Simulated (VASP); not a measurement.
Ge5W:

```
CELL_PARAMETERS angstrom
4.64562 0.00000 0.00000
-2.32281 4.02322 0.00000
0.00000 0.00000 6.30620
ATOMIC_POSITIONS crystal
Ge 0.66667 0.33333 0.79599
Ge 0.00000 0.00000 0.00000
Ge 0.66667 0.33333 0.20401
Ge 0.33333 0.66667 0.20401
Ge 0.33333 0.66667 0.79599
W 0.00000 0.00000 0.50000
```

- Program: VASP 6.6.1
- Task: relaxation of cell and atoms
- Functional: PBE
- Potentials or basis: VASP PAW PBE potentials, release 64 (Ge_d, W_sv)
- Cutoff: 600 eV
- k mesh: 6 × 6 × 4
- Occupations: gaussian, width 0.1 eV
- Spin: no spin polarisation

At the start: pressure -3.2 GPa; volume 19.64 Å³/atom.

**Question.** Where does the relaxation end?

**Answer.** Over 11 steps the energy falls by 543.6 meV/atom and the volume is 17.59 Å³/atom (-10.4 %); space group P6/mmm (No. 191, to 0.05 Å).

The path:
| step | energy change (eV) | largest force (eV/Å) | pressure (GPa) | volume (Å³) |
| --- | --- | --- | --- | --- |
| 1 | 0.0000 | 1.9150 | -3.20 | 117.86 |
| 2 | -1.4638 | 1.8678 | -2.89 | 111.03 |
| 3 | -2.8369 | 1.1449 | 10.17 | 97.76 |
| 4 | -2.9136 | 1.4838 | 5.27 | 100.36 |
| 5 | -2.9110 | 1.3339 | 7.03 | 99.33 |
| 6 | -2.9981 | 1.6746 | 1.54 | 107.16 |
| 7 | -3.2215 | 0.1677 | 2.77 | 103.63 |
| 8 | -3.2280 | 0.3189 | -2.39 | 107.72 |
| 9 | -3.2575 | 0.1475 | -0.11 | 105.68 |
| 10 | -3.2576 | 0.1405 | -0.06 | 105.62 |
| 11 | -3.2613 | 0.0367 | -0.05 | 105.55 |

Final structure:
```
Ge W
1.0
     4.83022    0.00000    0.00000
    -2.41511    4.18309    0.00000
     0.00000    0.00000    5.22388
Ge W
5 1
Direct
  0.66667 0.33333 0.74064
  0.00000 0.00000 0.00000
  0.66667 0.33333 0.25936
  0.33333 0.66667 0.25936
  0.33333 0.66667 0.74064
  0.00000 0.00000 0.50000
```
